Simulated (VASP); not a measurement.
# WSe4 in VASP: single point with PBEsol

Aim: the single point of WSe4 with PBEsol.

Program: VASP 6.6.1. These are calculated values, not measurements. Logs are shortened: lines on timing, memory, paths and dates and some standing lists are left out, and cuts for length are marked.

### Step 1. The cell of the first run

The cell holds a slab with vacuum, 5 atoms: a = 3.270 Å, b = 3.270 Å, c = 46.977 Å, α = 90.00°, β = 90.00°, γ = 120.00°.

### Step 2. Single point, PBEsol

INCAR reads:

```
PREC     = Accurate       # precision mode
ENCUT    = 520            # plane-wave cutoff, eV
EDIFF    = 1E-6           # SCF threshold, eV
ISMEAR   = 0              # smearing method
SIGMA    = 0.05           # smearing width, eV
LREAL    = False          # projectors in reciprocal space
LASPH    = True           # aspherical terms in the spheres
NELM     = 100            # most SCF steps
ALGO     = Normal         # electronic algorithm
ISIF     = 2              # what is computed and relaxed
LWAVE    = False          # write WAVECAR
LCHARG   = False          # write CHGCAR
LDIPOL   = True         
IDIPOL   = 3            
DIPOL    = 0.5 0.5 0.500
GGA      = PS             # functional
NBANDS   = 27             # bands
```

KPOINTS reads:

```
Automatic mesh
0
Gamma
  9 9 1
```

POSCAR reads:

```
WSe4
1.0
    3.2702526784      0.0000000000      0.0000000000
   -1.6351263392      2.8321218963      0.0000000000
    0.0000000000      0.0000000000     46.9768860350
Se W
4 1
Direct
    0.3333333333      0.6666666667      0.1809400477
    0.3333333333      0.6666666667      0.4643915509
    0.3333333333      0.6666666667      0.5356084491
    0.3333333333      0.6666666667      0.8190599523
    0.0000000000      0.0000000000      0.5000000000
```

Potentials or basis: VASP PAW PBE potentials, release 64 (Se, W_sv).

On the command line:

```
cat potpaw_PBE.64/Se/POTCAR potpaw_PBE.64/W_sv/POTCAR > POTCAR
mpirun -np 1 vasp_std > vasp.out
```

OUTCAR:

```text
PREC = Accurate
   ENCUT = 520
   EDIFF = 1E-6
   ISMEAR = 0
   LREAL = False
   LASPH = True
   NELM = 100
   ISIF = 2
   GGA = PS

 ion  position               nearest neighbor table
   1  0.333  0.667  0.181-
   2  0.333  0.667  0.464-   5 2.52   5 2.52   5 2.52
   3  0.333  0.667  0.536-   5 2.52   5 2.52   5 2.52
   4  0.333  0.667  0.819-
   5  0.000  0.000  0.500-   2 2.52   3 2.52   2 2.52   3 2.52   2 2.52   3 2.52

  LATTYP: Found a hexagonal cell.
 ALAT       =     3.2702526784
 C/A-ratio  =    14.3649101934

  Lattice vectors:

 A1 = (   3.2702526784,   0.0000000000,   0.0000000000)
 A2 = (  -1.6351263392,   2.8321218963,   0.0000000000)
 A3 = (   0.0000000000,   0.0000000000,  46.9768860350)

Analysis of symmetry for initial positions (statically):
=====================================================================
 Subroutine PRICEL returns:
 Original cell was already a primitive cell.

 Routine SETGRP: Setting up the symmetry group for a
 hexagonal supercell.

 Subroutine GETGRP returns: Found 12 space group operations
 (whereof 12 operations were pure point group operations)
 out of a pool of 24 trial point group operations.

The static configuration has the point symmetry D_3h.

Analysis of symmetry for dynamics (positions and initial velocities):
=====================================================================
 Subroutine PRICEL returns:
 Original cell was already a primitive cell.

 Routine SETGRP: Setting up the symmetry group for a
 hexagonal supercell.

 Subroutine GETGRP returns: Found 12 space group operations
 (whereof 12 operations were pure point group operations)
 out of a pool of 24 trial point group operations.

The dynamic configuration has the point symmetry D_3h.

 Subroutine INISYM returns: Found 12 space group operations
 (whereof 12 operations are pure point group operations),
 and found     1 'primitive' translations

----------------------------------------------------------------------------------------

                                     Primitive cell

  volume of cell :     435.0884

  direct lattice vectors                    reciprocal lattice vectors
     3.270252678  0.000000000  0.000000000     0.305786769  0.176546073  0.000000000
    -1.635126339  2.832121896  0.000000000     0.000000000  0.353092147  0.000000000
     0.000000000  0.000000000 46.976886035     0.000000000  0.000000000  0.021287064

  length of vectors
     3.270252678  3.270252678 46.976886035     0.353092147  0.353092147  0.021287064

  position of ions in fractional coordinates (direct lattice)
     0.333333333  0.666666667  0.180940048
     0.333333333  0.666666667  0.464391551
     0.333333333  0.666666667  0.535608449
     0.333333333  0.666666667  0.819059952
     0.000000000  0.000000000  0.500000000

  ion indices of the primitive-cell ions
   primitive index   ion index
                 1           1
                 2           2
                 3           3
                 4           4
                 5           5

----------------------------------------------------------------------------------------

 KPOINTS: Automatic mesh

Automatic generation of k-mesh.
 Grid dimensions read from file:
 generate k-points for:    9    9    1

 Generating k-lattice:

  Cartesian coordinates                     Fractional coordinates (reciprocal lattice)
     0.033976308  0.019616230  0.000000000     0.111111111 -0.000000000  0.000000000
     0.000000000  0.039232461  0.000000000     0.000000000  0.111111111  0.000000000
     0.000000000  0.000000000  0.021287064     0.000000000  0.000000000  1.000000000

  Length of vectors
     0.039232461  0.039232461  0.021287064

  Shift w.r.t. Gamma in fractional coordinates (k-lattice)
     0.000000000  0.000000000  0.000000000

 Subroutine IBZKPT returns following result:
 ===========================================

 Found     12 irreducible k-points:

 Following reciprocal coordinates:
            Coordinates               Weight
  0.000000  0.000000  0.000000      1.000000
  0.111111  0.000000  0.000000      6.000000
  0.222222  0.000000  0.000000      6.000000
  0.333333  0.000000  0.000000      6.000000
  0.444444  0.000000  0.000000      6.000000
  0.111111  0.111111  0.000000      6.000000
  0.222222  0.111111  0.000000     12.000000
  0.333333  0.111111  0.000000     12.000000
  0.444444  0.111111  0.000000      6.000000
  0.222222  0.222222  0.000000      6.000000
  0.333333  0.222222  0.000000     12.000000
  0.333333  0.333333  0.000000      2.000000
   k-points           NKPTS =     12   k-points in BZ     NKDIM =     12   number of bands    NBANDS=     27
   number of dos      NEDOS =    301   number of ions     NIONS =      5
   total plane-waves  NPLWV = 201600
   dimension x,y,z NGX =    24 NGY =   24 NGZ =  350
   dimension x,y,z NGXF=    48 NGYF=   48 NGZF=  700
   ions per type =               4   1
   NGX,Y,Z   is equivalent  to a cutoff of  12.20, 12.20, 12.39 a.u.
   NGXF,Y,Z  is equivalent  to a cutoff of  24.40, 24.40, 24.77 a.u.
 SYSTEM =  unknown system
   PREC   = accura    normal or accurate (medium, high low for compatibility)
   ISTART =      0    job   : 0-new  1-cont  2-samecut
   ICHARG =      2    charge: 1-file 2-atom 10-const
   ISPIN  =      1    spin polarized calculation?
   LNONCOLLINEAR =      F non collinear calculations
   LSORBIT =      F    spin-orbit coupling
   LASPH  =      T    aspherical Exc in radial PAW
   ENCUT  =  520.0 eV  38.22 Ry    6.18 a.u.   6.08  6.08 87.35*2*pi/ulx,y,z
   NELM   =    100;   NELMIN=  2; NELMDL= -5     # of ELM steps
   EDIFF  = 0.1E-05   stopping-criterion for ELM
   LREAL  =      F    real-space projection
   EDIFFG = 0.1E-04   stopping-criterion for IOM
   NSW    =      0    number of steps for IOM
   IBRION =     -1    ionic relax: 0-MD 1-quasi-New 2-CG
   NFREE  =      0    steps in history (QN), initial steepest desc. (CG)
   ISIF   =      2    stress and relaxation
   ISYM   =      2    0-nonsym 1-usesym 2-fastsym
   POTIM  = 0.5000    time-step for ionic-motion
   TEBEG  =    0.0;   TEEND  =   0.0 temperature during run
   PSTRESS=    0.0 pullay stress
   NELECT =      38.0000    total number of electrons
   NUPDOWN=      -1.0000    fix difference up-down
   EMIN   =  10.00;   EMAX   =-10.00  energy-range for DOS
   EFERMI =   0.00;   METHOD = LEGACY
   ISMEAR =     0;   SIGMA  =   0.05  broadening in eV -4-tet -1-fermi 0-gaus
   EFERMI_NEDOS =   21; number of points for ismear=-14 and -15
   IALGO  =     38    algorithm
   IMIX   =      4    mixing-type and parameters
     AMIX     =   0.40;   BMIX     =  1.00
     AMIX_MAG =   1.60;   BMIX_MAG =  1.00
  volume/ion in A,a.u.               =      87.02       587.22
  Fermi-wavevector in a.u.,A,eV,Ry     =   0.726346  1.372595  7.178141  0.527578
  Thomas-Fermi vector in A             =   1.817296
   LORBIT       =      0    0 simple, 1 ext, 2 COOP (PROOUT), +10 PAW based schemes
   GGA     = PS    functional components
   LHFCALC =     F    Hartree Fock is set to
   AEXX    =    0.0000 exact exchange contribution
   IVDW    =     0    specifies the selected vdW correction
   LEPSILON=     F    determine dielectric tensor
   LRPA    =     F    only Hartree local field effects (RPA)
 non-spin polarized calculation
 Gauss-broadening in eV      SIGMA  =   0.05
  energy-cutoff  :      520.00
  volume of cell :      435.09
 maximum number of plane-waves:     11838
   NGX = 13   NGY = 13   NGZ =175

 dipolmoment           0.000000      0.000000      0.000000 electrons x Angstroem

 number of electron      37.9999993 magnetization

 dipolmoment           0.000000      0.000000     -0.000000 electrons x Angstroem

 Free energy of the ion-electron system (eV)
  ---------------------------------------------------
  ext. energy  EPLUGINS =         0.00000000
  ---------------------------------------------------
  free energy    TOTEN  =       -28.16246633 eV

  energy without entropy =      -28.14864533  energy(sigma->0) =      -28.15555583

 E-fermi :  -3.4194     XC(G=0):  -3.3771

 val. band max:       -3.4412695259   @ k =   0.3333   0.3333   0.0000
 cond. band min:      -3.3902934900   @ k =   0.3333   0.2222   0.0000
 fundamental gap:      0.0509760359
 Fermi energy:        -3.4193737246

 k-point     1 :       0.0000    0.0000    0.0000
  band No.  band energies     occupation
      1     -77.3878      2.00000
      2     -41.6495      2.00000
      3     -41.5049      2.00000
      4     -41.5049      2.00000
      5     -18.3354      2.00000
      6     -17.0313      2.00000
[... 19 lines left out ...]
     26       1.1093      0.00000
     27       1.7068      0.00000

 k-point     2 :       0.1111    0.0000    0.0000
  band No.  band energies     occupation
      1     -77.3865      2.00000
      2     -41.6438      2.00000
      3     -41.5347      2.00000
      4     -41.5119      2.00000
      5     -18.1443      2.00000
      6     -16.9358      2.00000
[... 19 lines left out ...]
     26       1.6719      0.00000
     27       1.9516      0.00000

 k-point     3 :       0.2222    0.0000    0.0000
  band No.  band energies     occupation
      1     -77.3831      2.00000
      2     -41.6293      2.00000
      3     -41.6094      2.00000
      4     -41.5295      2.00000
      5     -17.6166      2.00000
      6     -16.6738      2.00000
[... 234 lines left out ...]
      1     -77.3757      2.00000
      2     -41.7174      2.00000
      3     -41.6226      2.00000
      4     -41.5973      2.00000
      5     -16.0961      2.00000
      6     -15.9327      2.00000
[... 19 lines left out ...]
     26       2.1978      0.00000
     27       4.0765      0.00000

 k-point    12 :       0.3333    0.3333    0.0000
  band No.  band energies     occupation
      1     -77.3750      2.00000
      2     -41.6921      2.00000
      3     -41.6662      2.00000
      4     -41.5944      2.00000
      5     -15.9328      2.00000
      6     -15.8464      2.00000
[... 19 lines left out ...]
     26       2.3922      0.00000
     27       3.1124      0.00000

------------------------ aborting loop because EDIFF is reached ----------------------------------------

 vacuum level on the upper side and lower side of the slab       (xc-potential included)        -0.006        -0.006

  FORCE on cell =-STRESS in cart. coord.  units (eV):
  Direction    XX          YY          ZZ          XY          YZ          ZX
  --------------------------------------------------------------------------------------
  -------------------------------------------------------------------------------------
  Total       -6.5956542     -6.5956542      0.2016177      0.0000000      0.0000000      0.0000000
  in kB      -24.2879567    -24.2879567      0.7424405      0.0000000      0.0000000      0.0000000
  external PRESSURE =     -15.9444910 kB  Pullay stress =       0.0000000 kB

 VOLUME and BASIS-vectors are now :
 -----------------------------------------------------------------------------
  energy-cutoff  :      520.00
  volume of cell :      435.09
      direct lattice vectors                 reciprocal lattice vectors
     3.270252678  0.000000000  0.000000000     0.305786769  0.176546073  0.000000000
    -1.635126339  2.832121896  0.000000000     0.000000000  0.353092147  0.000000000
     0.000000000  0.000000000 46.976886035     0.000000000  0.000000000  0.021287064

 POSITION                                       TOTAL-FORCE (eV/Angst)
 -----------------------------------------------------------------------------------
     -0.00000      1.88808      8.50000        -0.000000      0.000000      0.000365
     -0.00000      1.88808     21.81567        -0.000000      0.000000     -0.072580
     -0.00000      1.88808     25.16122        -0.000000      0.000000      0.072580
     -0.00000      1.88808     38.47689        -0.000000      0.000000     -0.000365
      0.00000      0.00000     23.48844         0.000000     -0.000000      0.000000
 -----------------------------------------------------------------------------------
    total drift:                                0.000000     -0.000000     -0.000000

  FREE ENERGIE OF THE ION-ELECTRON SYSTEM (eV)
  ---------------------------------------------------
  free  energy   TOTEN  =       -28.1624663278 eV

  energy  without entropy=      -28.1486453318  energy(sigma->0) =      -28.15555583

 vacuum level on the upper side and lower side of the slab         3.049         3.049
```

It took 5.3 min on 1 thread of AMD EPYC 7R13, shared host; peak memory 0.51 GiB.

What came out:

| Quantity | Value |
| --- | --- |
| Free energy | -28.1625 eV |
| Largest force | 0.073 eV/Å |
| Band gap on the k mesh | zero (bands 19 and 20 overlap by 2.58 eV) |

Forces in eV/Å, atoms in the order of the input:
```
Se   0.000  0.000  0.000
Se   0.000  0.000 -0.073
Se   0.000  0.000  0.073
Se   0.000  0.000  0.000
W    0.000  0.000  0.000
```

Levels at points of the mesh, in eV from the Fermi level:
| k point | band 16 | band 17 | band 18 | band 19 | band 20 | band 21 | band 22 | band 23 |
| --- | --- | --- | --- | --- | --- | --- | --- | --- |
| (0.00, 0.00, 0.00) | -1.19 | -0.42 | 2.22 | 2.22 | 2.22 | 2.22 | 3.05 | 3.05 |

Caveat: the PAW data sets were made with another functional, which shifts forces and pressure a little; spin-orbit coupling is left out, which moves the levels of the heavy elements.
